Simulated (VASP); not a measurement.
Crystal: Dy.

```
CELL_PARAMETERS angstrom
3.59030 0.00000 0.00000
-1.79515 3.10929 0.00000
0.00000 0.00000 5.64750
ATOMIC_POSITIONS crystal
Dy 0.66667 0.33333 0.75000
Dy 0.33333 0.66667 0.25000
```

Base run:

- Program: VASP 6.6.1
- Functional: PBEsol
- Potentials or basis: VASP PAW PBE potentials, release 64 (Dy)
- Cutoff: 520 eV
- k mesh: 9 × 9 × 5
- Occupations: fermi-dirac, width 0.05 eV
- Spin: collinear spin, ferromagnetic start
- Starting moments: [6.5, 6.5] μB

Its results: pressure -0.8 GPa; net moment 9.66 μB per cell; site moments Dy +4.64 μB.

Question: The run is repeated on the same cell with these changes: further incar settings from ALGO = Normal; EDIFF = 1e-06; NBANDS = 31 to ALGO = Normal; EDIFF = 1e-07; NBANDS = 31; moments at the start from [6.5, 6.5] to [5.0, 5.0]. What comes out?

Answer: Pressure -0.9 GPa; net moment 9.51 μB per cell; site moments Dy +4.62 μB.

Caveats: the magnetic or orbital state may not be the lowest; the PAW data sets were made with another functional, which shifts forces and pressure a little.
